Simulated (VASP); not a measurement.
# Ir (P6_3/mmc) in VASP: notebook

Ir is run at these levels: PBEsol; tasks: single point.

Everything below comes from runs of VASP 6.6.1. Logs are shortened: lines on timing, memory, paths and dates and some standing lists are left out, and cuts for length are marked.

## (1) The cell of the first run

The structure is hexagonal, space group P6_3/mmc (No. 194). Conventional cell: a = 2.675 Å, b = 2.675 Å, c = 4.554 Å, α = 90.00°, β = 90.00°, γ = 120.00°. Ir (site symmetry -6m2) has 12 Ir at 2.68 to 2.75 Å within 3.5 Å.

This isn't the form of Ir at room conditions, which is fcc.

## (2) Single point, PBEsol

Contents of INCAR:

```
PREC     = Accurate       # precision mode
ENCUT    = 520            # plane-wave cutoff, eV
EDIFF    = 1E-7           # SCF threshold, eV
ISMEAR   = 0              # smearing method
SIGMA    = 0.15           # smearing width, eV
LREAL    = False          # projectors in reciprocal space
LASPH    = True           # aspherical terms in the spheres
NELM     = 60             # most SCF steps
ALGO     = Fast           # electronic algorithm
ISIF     = 2              # what is computed and relaxed
LWAVE    = False          # write WAVECAR
LCHARG   = False          # write CHGCAR
GGA      = PS             # functional
NBANDS   = 16             # bands
```

Contents of KPOINTS:

```
Automatic mesh
0
Gamma
  30 30 16
```

Contents of POSCAR:

```
Ir
1.0
    2.6751920882      0.0000000000      0.0000000000
   -1.3375960441      2.3167843084      0.0000000000
    0.0000000000      0.0000000000      4.5536661659
Ir
2
Direct
    0.6666666667      0.3333333333      0.7500000000
    0.3333333333      0.6666666667      0.2500000000
```

Potentials or basis: VASP PAW PBE potentials, release 64 (Ir).

Launch:

```bash
cat potpaw_PBE.64/Ir/POTCAR > POTCAR
mpirun -np 1 vasp_std > vasp.out
```

OUTCAR:

```text
PREC = Accurate
   ENCUT = 520
   EDIFF = 1E-7
   ISMEAR = 0
   LREAL = False
   LASPH = True
   NELM = 60
   ISIF = 2
   GGA = PS

 ion  position               nearest neighbor table
   1  0.667  0.333  0.750-   2 2.75   2 2.75   2 2.75   2 2.75   2 2.75   2 2.75
   2  0.333  0.667  0.250-   1 2.75   1 2.75   1 2.75   1 2.75   1 2.75   1 2.75

  LATTYP: Found a hexagonal cell.
 ALAT       =     2.6751920882
 C/A-ratio  =     1.7021828773

  Lattice vectors:

 A1 = (   2.6751920882,   0.0000000000,   0.0000000000)
 A2 = (  -1.3375960441,   2.3167843084,   0.0000000000)
 A3 = (   0.0000000000,   0.0000000000,   4.5536661659)

Analysis of symmetry for initial positions (statically):
=====================================================================
 Subroutine PRICEL returns:
 Original cell was already a primitive cell.

 Routine SETGRP: Setting up the symmetry group for a
 hexagonal supercell.

 Subroutine GETGRP returns: Found 24 space group operations
 (whereof 12 operations were pure point group operations)
 out of a pool of 24 trial point group operations.

The static configuration has the point symmetry D_3d.
 The point group associated with its full space group is D_6h.

Analysis of symmetry for dynamics (positions and initial velocities):
=====================================================================
 Subroutine PRICEL returns:
 Original cell was already a primitive cell.

 Routine SETGRP: Setting up the symmetry group for a
 hexagonal supercell.

 Subroutine GETGRP returns: Found 24 space group operations
 (whereof 12 operations were pure point group operations)
 out of a pool of 24 trial point group operations.

The dynamic configuration has the point symmetry D_3d.
 The point group associated with its full space group is D_6h.

 Subroutine INISYM returns: Found 24 space group operations
 (whereof 12 operations are pure point group operations),
 and found     1 'primitive' translations

----------------------------------------------------------------------------------------

                                     Primitive cell

  volume of cell :      28.2229

  direct lattice vectors                    reciprocal lattice vectors
     2.675192088  0.000000000  0.000000000     0.373804933  0.215816379  0.000000000
    -1.337596044  2.316784308  0.000000000     0.000000000  0.431632758  0.000000000
     0.000000000  0.000000000  4.553666166     0.000000000  0.000000000  0.219603274

  length of vectors
     2.675192088  2.675192088  4.553666166     0.431632758  0.431632758  0.219603274

  position of ions in fractional coordinates (direct lattice)
     0.666666667  0.333333333  0.750000000
     0.333333333  0.666666667  0.250000000

  ion indices of the primitive-cell ions
   primitive index   ion index
                 1           1
                 2           2

----------------------------------------------------------------------------------------

 KPOINTS: Automatic mesh

Automatic generation of k-mesh.
 Grid dimensions read from file:
 generate k-points for:   30   30   16

 Generating k-lattice:

  Cartesian coordinates                     Fractional coordinates (reciprocal lattice)
     0.012460164  0.007193879  0.000000000     0.033333333  0.000000000  0.000000000
     0.000000000  0.014387759  0.000000000     0.000000000  0.033333333  0.000000000
     0.000000000  0.000000000  0.013725205     0.000000000  0.000000000  0.062500000

  Length of vectors
     0.014387759  0.014387759  0.013725205

  Shift w.r.t. Gamma in fractional coordinates (k-lattice)
     0.000000000  0.000000000  0.000000000

 Subroutine IBZKPT returns following result:
 ===========================================

 Found    819 irreducible k-points:

 Following reciprocal coordinates:
            Coordinates               Weight
  0.000000  0.000000  0.000000      1.000000
  0.033333  0.000000  0.000000      6.000000
  0.066667  0.000000  0.000000      6.000000
  0.100000  0.000000  0.000000      6.000000
  0.133333  0.000000  0.000000      6.000000
  0.166667  0.000000  0.000000      6.000000
[... 16 lines left out ...]
  0.233333  0.033333  0.000000     12.000000
  0.266667  0.033333  0.000000     12.000000
 [... further k-points ...]
   k-points           NKPTS =    819   k-points in BZ     NKDIM =    819   number of bands    NBANDS=     16
   number of dos      NEDOS =    301   number of ions     NIONS =      2
   total plane-waves  NPLWV =  14400
   dimension x,y,z NGX =    20 NGY =   20 NGZ =   36
   dimension x,y,z NGXF=    40 NGYF=   40 NGZF=   72
   ions per type =               2
   NGX,Y,Z   is equivalent  to a cutoff of  12.43, 12.43, 13.14 a.u.
   NGXF,Y,Z  is equivalent  to a cutoff of  24.86, 24.86, 26.29 a.u.
 SYSTEM =  unknown system
   PREC   = accura    normal or accurate (medium, high low for compatibility)
   ISTART =      0    job   : 0-new  1-cont  2-samecut
   ICHARG =      2    charge: 1-file 2-atom 10-const
   ISPIN  =      1    spin polarized calculation?
   LNONCOLLINEAR =      F non collinear calculations
   LSORBIT =      F    spin-orbit coupling
   LASPH  =      T    aspherical Exc in radial PAW
   ENCUT  =  520.0 eV  38.22 Ry    6.18 a.u.   4.97  4.97  8.47*2*pi/ulx,y,z
   NELM   =     60;   NELMIN=  2; NELMDL= -5     # of ELM steps
   EDIFF  = 0.1E-06   stopping-criterion for ELM
   LREAL  =      F    real-space projection
   EDIFFG = 0.1E-05   stopping-criterion for IOM
   NSW    =      0    number of steps for IOM
   IBRION =     -1    ionic relax: 0-MD 1-quasi-New 2-CG
   NFREE  =      0    steps in history (QN), initial steepest desc. (CG)
   ISIF   =      2    stress and relaxation
   ISYM   =      2    0-nonsym 1-usesym 2-fastsym
   POTIM  = 0.5000    time-step for ionic-motion
   TEBEG  =    0.0;   TEEND  =   0.0 temperature during run
   PSTRESS=    0.0 pullay stress
   NELECT =      18.0000    total number of electrons
   NUPDOWN=      -1.0000    fix difference up-down
   EMIN   =  10.00;   EMAX   =-10.00  energy-range for DOS
   EFERMI =   0.00;   METHOD = LEGACY
   ISMEAR =     0;   SIGMA  =   0.15  broadening in eV -4-tet -1-fermi 0-gaus
   EFERMI_NEDOS =   21; number of points for ismear=-14 and -15
   IALGO  =     68    algorithm
   IMIX   =      4    mixing-type and parameters
     AMIX     =   0.40;   BMIX     =  1.00
     AMIX_MAG =   1.60;   BMIX_MAG =  1.00
  volume/ion in A,a.u.               =      14.11        95.23
  Fermi-wavevector in a.u.,A,eV,Ry     =   1.409175  2.662956 27.018116  1.985776
  Thomas-Fermi vector in A             =   2.531258
   LORBIT       =      0    0 simple, 1 ext, 2 COOP (PROOUT), +10 PAW based schemes
   GGA     = PS    functional components
   LHFCALC =     F    Hartree Fock is set to
   AEXX    =    0.0000 exact exchange contribution
   IVDW    =     0    specifies the selected vdW correction
   LEPSILON=     F    determine dielectric tensor
   LRPA    =     F    only Hartree local field effects (RPA)
 non-spin polarized calculation
 RMM-DIIS sequential band-by-band and
 Gauss-broadening in eV      SIGMA  =   0.15
  energy-cutoff  :      520.00
  volume of cell :       28.22
 maximum number of plane-waves:       780
 NGX is ok and might be reduce to    20

 number of electron      18.0000001 magnetization

 Free energy of the ion-electron system (eV)
  ---------------------------------------------------
  ext. energy  EPLUGINS =         0.00000000
  ---------------------------------------------------
  free energy    TOTEN  =       -19.44364972 eV

  energy without entropy =      -19.41847947  energy(sigma->0) =      -19.43106459

 E-fermi :  10.3430     XC(G=0): -14.1140

 val. band max:       10.3419386195   @ k =   0.3000   0.0333   0.5000
 cond. band min:      10.3443482774   @ k =   0.0667   0.0333   0.4375
 fundamental gap:      0.0024096579
 Fermi energy:        10.3430303086

 k-point     1 :       0.0000    0.0000    0.0000
  band No.  band energies     occupation
      1      -0.9272      2.00000
      2       2.0121      2.00000
      3       5.9432      2.00000
      4       6.5391      2.00000
      5       6.5391      2.00000
      6       7.0940      2.00000
[... 8 lines left out ...]
     15      26.1000      0.00000
     16      27.7144      0.00000

 k-point     2 :       0.0333    0.0000    0.0000
  band No.  band energies     occupation
      1      -0.8811      2.00000
      2       2.0562      2.00000
      3       5.9326      2.00000
      4       6.5394      2.00000
      5       6.5784      2.00000
      6       7.0651      2.00000
[... 8 lines left out ...]
     15      26.1709      0.00000
     16      27.7974      0.00000

 k-point     3 :       0.0667    0.0000    0.0000
  band No.  band energies     occupation
      1      -0.7442      2.00000
      2       2.1855      2.00000
      3       5.8876      2.00000
      4       6.5556      2.00000
      5       6.6957      2.00000
      6       6.9849      2.00000
[... 8 lines left out ...]
     15      26.3771      0.00000
     16      28.0349      0.00000

 k-point     4 :       0.1000    0.0000    0.0000
  band No.  band energies     occupation
      1      -0.5207      2.00000
      2       2.3914      2.00000
      3       5.7892      2.00000
      4       6.5999      2.00000
      5       6.8869      2.00000
      6       6.8893      2.00000
[... 8 lines left out ...]
     15      26.6960      0.00000
     16      28.3755      0.00000

 k-point     5 :       0.1333    0.0000    0.0000
  band No.  band energies     occupation
      1      -0.2181      2.00000
      2       2.6560      2.00000
      3       5.6477      2.00000
      4       6.5642      2.00000
      5       6.9116      2.00000
      6       6.9322      2.00000
[... 8 lines left out ...]
     15      27.0691      0.00000
     16      28.6186      0.00000

 k-point     6 :       0.1667    0.0000    0.0000
  band No.  band energies     occupation
      1       0.1525      2.00000
      2       2.9475      2.00000
      3       5.5040      2.00000
      4       6.3645      2.00000
      5       6.4093      2.00000
      6       7.1178      2.00000
[... 8 lines left out ...]
     15      27.3175      0.00000
     16      28.5791      0.00000

 k-point     7 :       0.2000    0.0000    0.0000
  band No.  band energies     occupation
      1       0.5749      2.00000
      2       3.2112      2.00000
      3       5.4170      2.00000
      4       5.8319      2.00000
      5       6.2395      2.00000
      6       7.4252      2.00000
[... 8 lines left out ...]
     15      27.1090      0.00000
     16      28.4934      0.00000

 k-point     8 :       0.2333    0.0000    0.0000
  band No.  band energies     occupation
      1       1.0268      2.00000
      2       3.3749      2.00000
      3       5.3421      2.00000
      4       5.4469      2.00000
      5       6.1080      2.00000
      6       7.4767      2.00000
[... 8 lines left out ...]
     15      26.5821      0.00000
     16      27.5230      0.00000

 k-point     9 :       0.2667    0.0000    0.0000
  band No.  band energies     occupation
      1       1.4785      2.00000
      2       3.3988      2.00000
      3       4.9003      2.00000
      4       5.5854      2.00000
      5       6.0827      2.00000
      6       7.2985      2.00000
[... 8 lines left out ...]
     15      26.0132      0.00000
     16      26.6281      0.00000
[... 172 lines left out ...]
 k-point    19 :       0.1000    0.0333    0.0000
  band No.  band energies     occupation
      1      -0.3459      2.00000
      2       2.5482      2.00000
      3       5.7014      2.00000
      4       6.6225      2.00000
      5       6.8339      2.00000
      6       7.0501      2.00000
[... 8 lines left out ...]
     15      26.9331      0.00000
     16      28.5508      0.00000

 k-point    20 :       0.1333    0.0333    0.0000
  band No.  band energies     occupation
      1      -0.0084      2.00000
      2       2.8314      2.00000
      3       5.5475      2.00000
      4       6.5039      2.00000
      5       6.6138      2.00000
      6       6.9652      2.00000
[... 8 lines left out ...]
     15      27.2894      0.00000
     16      28.4879      0.00000

 k-point    21 :       0.1667    0.0333    0.0000
  band No.  band energies     occupation
      1       0.3899      2.00000
      2       3.1191      2.00000
      3       5.4164      2.00000
      4       6.0719      2.00000
      5       6.3307      2.00000
      6       7.2214      2.00000
[... 8 lines left out ...]
     15      27.3412      0.00000
     16      28.2012      0.00000

 k-point    22 :       0.2000    0.0333    0.0000
  band No.  band energies     occupation
      1       0.8302      2.00000
      2       3.3453      2.00000
      3       5.3719      2.00000
      4       5.5672      2.00000
      5       6.1748      2.00000
      6       7.3786      2.00000
[... 8 lines left out ...]
     15      26.9093      0.00000
     16      27.6313      0.00000

 k-point    23 :       0.2333    0.0333    0.0000
  band No.  band energies     occupation
      1       1.2868      2.00000
      2       3.4422      2.00000
      3       5.1064      2.00000
      4       5.4568      2.00000
      5       6.0859      2.00000
      6       7.1921      2.00000
[... 8 lines left out ...]
     15      26.3379      0.00000
     16      26.8205      0.00000

 k-point    24 :       0.2667    0.0333    0.0000
  band No.  band energies     occupation
      1       1.7262      2.00000
      2       3.4053      2.00000
      3       4.6944      2.00000
      4       5.6104      2.00000
      5       6.1441      2.00000
      6       7.0210      2.00000
[... 8 lines left out ...]
     15      25.7857      0.00000
     16      25.9651      0.00000

 [... further k-points ...]
[... 5 lines left out ...]
  --------------------------------------------------------------------------------------
  -------------------------------------------------------------------------------------
  Total        1.4354427      1.4354427     -1.8722112     -0.0000000      0.0000000     -0.0000000
  in kB       81.4881928     81.4881928   -106.2829623     -0.0000000      0.0000000     -0.0000000
  external PRESSURE =      18.8978077 kB  Pullay stress =       0.0000000 kB

 VOLUME and BASIS-vectors are now :
 -----------------------------------------------------------------------------
  energy-cutoff  :      520.00
  volume of cell :       28.22
      direct lattice vectors                 reciprocal lattice vectors
     2.675192088  0.000000000  0.000000000     0.373804933  0.215816379  0.000000000
    -1.337596044  2.316784308  0.000000000     0.000000000  0.431632758  0.000000000
     0.000000000  0.000000000  4.553666166     0.000000000  0.000000000  0.219603274

 POSITION                                       TOTAL-FORCE (eV/Angst)
 -----------------------------------------------------------------------------------
      1.33760      0.77226      3.41525         0.000000     -0.000000      0.000000
     -0.00000      1.54452      1.13842        -0.000000      0.000000      0.000000
 -----------------------------------------------------------------------------------
    total drift:                               -0.000000      0.000000     -0.000000

  FREE ENERGIE OF THE ION-ELECTRON SYSTEM (eV)
  ---------------------------------------------------
  free  energy   TOTEN  =       -19.4436497179 eV

  energy  without entropy=      -19.4184794678  energy(sigma->0) =      -19.43106459
```

It took 4.2 min on 1 thread of Intel Xeon 6975P-C (Granite Rapids), shared host; peak memory 0.41 GiB.

What came out:

| Quantity | Value |
| --- | --- |
| Free energy | -19.4436 eV |
| Pressure | 1.9 GPa |
| Band gap on the k mesh | zero (bands 9 and 10 overlap by 3.65 eV) |

Levels at points of the mesh, in eV from the Fermi level:
```tsv
k point	band 5	band 6	band 7	band 8	band 9	band 10	band 11	band 12	band 13	band 14
(0.00, 0.00, 0.00)	-3.80	-3.25	-3.25	-1.91	-1.91	-1.29	0.38	0.38	6.47	14.57
(0.50, 0.00, 0.00)	-3.71	-3.25	-3.22	0.84	1.12	1.44	3.13	4.66	8.27	9.84
(0.00, 0.00, 0.50)	-3.83	-3.83	-3.83	-3.83	-0.37	-0.37	-0.37	-0.37	13.23	13.23
(0.50, 0.00, 0.50)	-1.88	-1.88	-0.92	-0.92	1.31	1.31	2.06	2.06	7.95	7.95
```

Caveat: the PAW data sets were made with another functional, which shifts forces and pressure a little; spin-orbit coupling is left out, which moves the levels of the heavy elements.

## (3) Single point, PBEsol

This run uses another cell than the first one, of the same volume but with other edges.

Contents of INCAR:

```
SYSTEM = Ir
PREC = Accurate ; ENCUT = 520
EDIFF = 1E-7 ; ISMEAR = 0
SIGMA = 0.15 ; LREAL = .False.
LASPH = .True. ; NELM = 100
ALGO = Fast ; ISIF = 2
LWAVE = .False. ; LCHARG = .True.
GGA = PS ; LELF = .True.
LVHAR = .True. ; NBANDS = 16
```

Contents of KPOINTS:

```
Automatic mesh
0
Gamma
  30 30 16
  0 0 0
```

Contents of POSCAR:

```
Ir
1.0
    2.9290137383      0.0000000000      0.0000000000
   -1.4645068691      2.5366003054      0.0000000000
    0.0000000000      0.0000000000      3.7986415486
Ir
2
Direct
    0.6666666667      0.3333333333      0.7500000000
    0.3333333333      0.6666666667      0.2500000000
```

Potentials or basis: VASP PAW PBE potentials, release 64 (Ir).

Launch:

```bash
cat potpaw_PBE.64/Ir/POTCAR > POTCAR
mpirun -np 1 vasp_std > vasp.out
```

Wall time 3.3 min (1 thread of Intel Xeon 6975P-C (Granite Rapids), shared host); peak memory 0.42 GiB.

It converged, with:

```
Free energy            : -18.5890 eV
Pressure               : 20.6 GPa
Band gap on the k mesh : zero (bands 9 and 10 overlap by 2.16 eV)
```

Stress tensor (GPa, compression positive):
```
 1.09  0.00  0.00
 0.00  1.09  0.00
 0.00  0.00 59.65
```

Levels at points of the mesh, in eV from the Fermi level:
```tsv
k point	band 5	band 6	band 7	band 8	band 9	band 10	band 11	band 12	band 13	band 14
(0.00, 0.00, 0.00)	-4.10	-4.10	-2.89	-2.89	-1.68	0.38	0.38	2.00	10.28	13.46
(0.50, 0.00, 0.00)	-4.20	-2.25	-1.43	-0.78	0.41	1.86	2.12	3.07	8.95	10.17
(0.00, 0.00, 0.50)	-5.07	-5.07	-3.24	-3.24	0.20	0.20	0.20	0.20	12.87	12.87
(0.50, 0.00, 0.50)	-3.11	-3.11	-1.09	-1.09	0.08	0.08	1.46	1.46	7.76	7.76
```

Caveat: the cell stands under pressure; the PAW data sets were made with another functional, which shifts forces and pressure a little; spin-orbit coupling is left out, which moves the levels of the heavy elements.

[end of part 1 of 2]
